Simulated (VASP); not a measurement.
# PIr (rocksalt type) (Immm) in VASP: a series of runs

The runs below take PIr (rocksalt type) through electric field gradients, with PBE.

Everything below comes from runs of VASP 6.6.1. Logs are shortened: lines on timing, memory, paths and dates and some standing lists are left out, and cuts for length are marked.

### Step 1. The cell of the first run

It takes space group Immm (No. 71, orthorhombic). Conventional cell: a = 3.460 Å, b = 3.512 Å, c = 4.930 Å, α = 90.00°, β = 90.00°, γ = 90.00°. Within 3.3 Å of Ir (site symmetry mmm) lie 6 P at 2.46 Å. Within 3.3 Å of P (site symmetry mmm) lie 6 Ir at 2.46 Å.

### Step 2. Electric field gradients, PBE (xy shear strain of +1.5 %)

The input, INCAR:

```
ALGO     = Normal         # electronic algorithm
EDIFF    = 1E-8           # SCF threshold, eV
ENCUT    = 520            # plane-wave cutoff, eV
GGA      = PE             # functional
ISIF     = 2              # what is computed and relaxed
ISMEAR   = -1             # smearing method
LASPH    = True           # aspherical terms in the spheres
LCHARG   = False          # write CHGCAR
LEFG     = True         
LREAL    = False          # projectors in reciprocal space
LWAVE    = False          # write WAVECAR
NBANDS   = 14             # bands
NELM     = 100            # most SCF steps
PREC     = Accurate       # precision mode
SIGMA    = 0.05           # smearing width, eV
```

The input, KPOINTS:

```
k-points
0
Gamma
  13 13 13
```

The input, POSCAR:

```
PIr
1.0
    0.0184860220      2.4648029302      2.4648029302
    2.4648029302      0.0184860220      2.4648029302
    2.4832889521      2.4832889521      0.0000000000
Ir P
1 1
Direct
    0.0000000000      0.0000000000      0.0000000000
    0.5000000000      0.5000000000      0.5000000000
```

Potentials or basis: VASP PAW PBE potentials, release 64 (Ir, P).

Run with:

```sh
$ cat potpaw_PBE.64/Ir/POTCAR potpaw_PBE.64/P/POTCAR > POTCAR
$ mpirun -np 1 vasp_std > vasp.out
```

OUTCAR:

```text
EDIFF = 1E-8
   ENCUT = 520
   GGA = PE
   ISIF = 2
   ISMEAR = -1
   LASPH = True
   LREAL = False
   NELM = 100
   PREC = Accurate

 ion  position               nearest neighbor table
   1  0.000  0.000  0.000-   2 2.46   2 2.46   2 2.46   2 2.46   2 2.46   2 2.46
   2  0.500  0.500  0.500-   1 2.46   1 2.46   1 2.46   1 2.46   1 2.46   1 2.46

  LATTYP: Found a body centered orthorhombic cell.
 ALAT       =     3.4596145494
 B/A-ratio  =     1.0151133501
 C/A-ratio  =     1.4249003147

  Lattice vectors:

 A1 = (   2.4648029301,   0.0184860219,  -2.4648029302)
 A2 = (  -2.4648029302,  -0.0184860220,  -2.4648029302)
 A3 = (   0.0184860220,   2.4648029302,   2.4648029302)

Analysis of symmetry for initial positions (statically):
=====================================================================
 Subroutine PRICEL returns:
 Original cell was already a primitive cell.

 Routine SETGRP: Setting up the symmetry group for a
 body centered orthorhombic supercell.

 Subroutine GETGRP returns: Found  8 space group operations
 (whereof  8 operations were pure point group operations)
 out of a pool of  8 trial point group operations.

The static configuration has the point symmetry D_2h.

Analysis of symmetry for dynamics (positions and initial velocities):
=====================================================================
 Subroutine PRICEL returns:
 Original cell was already a primitive cell.

 Routine SETGRP: Setting up the symmetry group for a
 body centered orthorhombic supercell.

 Subroutine GETGRP returns: Found  8 space group operations
 (whereof  8 operations were pure point group operations)
 out of a pool of  8 trial point group operations.

The dynamic configuration has the point symmetry D_2h.

 Subroutine INISYM returns: Found  8 space group operations
 (whereof  8 operations are pure point group operations),
 and found     1 'primitive' translations

----------------------------------------------------------------------------------------

                                     Primitive cell

  volume of cell :      29.9469

  direct lattice vectors                    reciprocal lattice vectors
     0.018486022  2.464802930  2.464802930    -0.204388891  0.204388891  0.202855974
[... 138 lines left out ...]
 fundamental gap:      0.0005802821
 Fermi energy:         8.9288401439

 k-point     1 :       0.0000    0.0000    0.0000
  band No.  band energies     occupation
      1      -5.0737      2.00000
      2       5.7630      2.00000
      3       5.8151      2.00000
      4       5.8776      2.00000
      5       5.9389      2.00000
      6       5.9403      2.00000
      7       9.0933      0.07184
      8       9.1699      0.01598
      9       9.2520      0.00311
     10      15.0206      0.00000
     11      19.1556      0.00000
     12      21.6342      0.00000
     13      21.6857      0.00000
     14      21.7570      0.00000
[... 377 lines left out ...]
      1      -2.3504      2.00000
      2       1.7641      2.00000
      3       3.6315      2.00000
      4       3.9255      2.00000
      5       7.1006      2.00000
      6       7.7032      2.00000
      7       8.4020      1.99995
      8      11.9346      0.00000
      9      12.8119      0.00000
     10      14.8615      0.00000
     11      16.1943      0.00000
     12      18.2085      0.00000
     13      20.0597      0.00000
     14      23.3866      0.00000

 [... further k-points ...]

------------------------ aborting loop because EDIFF is reached ----------------------------------------

  FORCE on cell =-STRESS in cart. coord.  units (eV):
  Direction    XX          YY          ZZ          XY          YZ          ZX
  --------------------------------------------------------------------------------------
  -------------------------------------------------------------------------------------
  Total        0.0730774      0.0730774      0.0815496     -0.0094016      0.0000000      0.0000000
  in kB        3.9096851      3.9096851      4.3629516     -0.5029925      0.0000000      0.0000000
  external PRESSURE =       4.0607740 kB  Pullay stress =       0.0000000 kB

 VOLUME and BASIS-vectors are now :
 -----------------------------------------------------------------------------
  energy-cutoff  :      520.00
  volume of cell :       29.95
      direct lattice vectors                 reciprocal lattice vectors
     0.018486022  2.464802930  2.464802930    -0.204388891  0.204388891  0.202855974
     2.464802930  0.018486022  2.464802930     0.204388891 -0.204388891  0.202855974
     2.483288952  2.483288952  0.000000000     0.201345880  0.201345880 -0.202855974

 POSITION                                       TOTAL-FORCE (eV/Angst)
 -----------------------------------------------------------------------------------
      0.00000      0.00000      0.00000        -0.000000     -0.000000      0.000000
      2.48329      2.48329      2.46480         0.000000      0.000000      0.000000
 -----------------------------------------------------------------------------------
    total drift:                               -0.000000      0.000000      0.000000

  FREE ENERGIE OF THE ION-ELECTRON SYSTEM (eV)
  ---------------------------------------------------
  free  energy   TOTEN  =       -14.0413921179 eV

  energy  without entropy=      -14.0292298498  energy(sigma->0) =      -14.03531098

 Electric field gradients (V/A^2)
---------------------------------------------------------------------
 ion       V_xx      V_yy      V_zz      V_xy      V_xz      V_yz
---------------------------------------------------------------------
   1      -0.114    -0.114     0.228    -5.396     0.000     0.000
   2      -0.036    -0.036     0.073    -1.777     0.000     0.000
---------------------------------------------------------------------

 Electric field gradients after diagonalization (V/A^2)
 (convention: |V_zz| > |V_xx| > |V_yy|)
----------------------------------------------------------------------
 ion       V_xx      V_yy      V_zz     asymmetry (V_yy - V_xx)/ V_zz
----------------------------------------------------------------------
   1       5.283     0.228    -5.510       0.917
   2       1.741     0.073    -1.814       0.920
----------------------------------------------------------------------

           NMR quadrupolar parameters

 Cq : quadrupolar parameter    Cq=e*Q*V_zz/h
 eta: asymmetry parameters     (V_yy - V_xx)/ V_zz
 Q  : nuclear electric quadrupole moment in mb (millibarn)
----------------------------------------------------------------------
 ion       Cq(MHz)       eta       Q (mb)
----------------------------------------------------------------------
   1      -0.013       0.917       1.000
   2      -0.004       0.920       1.000
----------------------------------------------------------------------
```

OSZICAR:

```text
N       E                     dE             d eps       ncg     rms          rms(c)
DAV:   1     0.780099579971E+02    0.78010E+02   -0.62980E+03  9668   0.923E+02
DAV:   2    -0.109700966037E+02   -0.88980E+02   -0.77972E+02 10186   0.219E+02
DAV:   3    -0.144335353962E+02   -0.34634E+01   -0.33938E+01 12802   0.467E+01
DAV:   4    -0.144807261835E+02   -0.47191E-01   -0.47162E-01 10722   0.557E+00
DAV:   5    -0.144817120901E+02   -0.98591E-03   -0.98587E-03 12842   0.830E-01    0.149E+01
DAV:   6    -0.141057658546E+02    0.37595E+00   -0.20773E+00 12452   0.149E+01    0.622E+00
DAV:   7    -0.140528994770E+02    0.52866E-01   -0.23534E-01 12208   0.530E+00    0.423E+00
DAV:   8    -0.140416286121E+02    0.11271E-01   -0.32640E-02 11746   0.161E+00    0.391E-01
DAV:   9    -0.140414716642E+02    0.15695E-03   -0.88801E-04 11002   0.212E-01    0.309E-01
DAV:  10    -0.140414015316E+02    0.70133E-04   -0.52536E-04 11110   0.182E-01    0.452E-02
DAV:  11    -0.140413949135E+02    0.66180E-05   -0.55015E-05 12176   0.758E-02    0.234E-02
DAV:  12    -0.140413932098E+02    0.17037E-05   -0.27479E-06 11614   0.122E-02    0.104E-02
DAV:  13    -0.140413922310E+02    0.97879E-06   -0.53529E-07 11980   0.788E-03    0.203E-03
DAV:  14    -0.140413920846E+02    0.14645E-06   -0.27708E-08  8370   0.147E-03    0.658E-04
DAV:  15    -0.140413921033E+02   -0.18748E-07   -0.68705E-09  5486   0.873E-04    0.255E-04
DAV:  16    -0.140413921185E+02   -0.15117E-07   -0.10526E-09  5312   0.347E-04    0.631E-05
DAV:  17    -0.140413921179E+02    0.54922E-09   -0.18944E-10  5162   0.161E-04
   1 F= -.14041392E+02 E0= -.14035311E+02  d E =-.121623E-01
```

stdout:

```text
POSCAR found type information on POSCAR IrP
 POSCAR found :  2 types and       2 ions
 scaLAPACK will be used
 LDA part: xc-table for (Slater+PW92), standard interpolation
 POSCAR, INCAR and KPOINTS ok, starting setup
 FFT: planning ... GRIDC
 FFT: planning ... GRID_SOFT
 FFT: planning ... GRID
 WAVECAR not read
 entering main loop
ion   1

ion   2
```

Wall time 77 s (1 thread of Intel Xeon 6975P-C (Granite Rapids), shared host); peak memory 0.28 GiB.

What came out:

```
Free energy                             : -14.0414 eV
Pressure                                : 0.4 GPa
Band gap on the k mesh                  : zero (bands 7 and 8 overlap by 1.43 eV)
Largest electric field gradient by atom : Ir -5.5; P -1.8 V/Å²
```

Levels at points of the mesh, in eV from the Fermi level:
| k point | band 5 | band 6 | band 7 | band 8 | band 9 | band 10 |
| --- | --- | --- | --- | --- | --- | --- |
| (0.00, 0.00, 0.00) | -2.99 | -2.99 | 0.16 | 0.24 | 0.32 | 6.09 |

Electric field gradients, principal values (V/Å²):
| atom | least | middle | greatest (by size) |
| --- | --- | --- | --- |
| 1 Ir | 0.228 | 5.283 | -5.510 |
| 2 P | 0.073 | 1.741 | -1.814 |

Caveat: the cell differs from its parent crystal (xy shear strain of +1.5 %); without QUAD_EFG the Cq values of the log hold for a quadrupole moment of 1 mb, not for the nuclei; spin-orbit coupling is left out, which moves the levels of the heavy elements.

(Continued in part 2 of 2.)
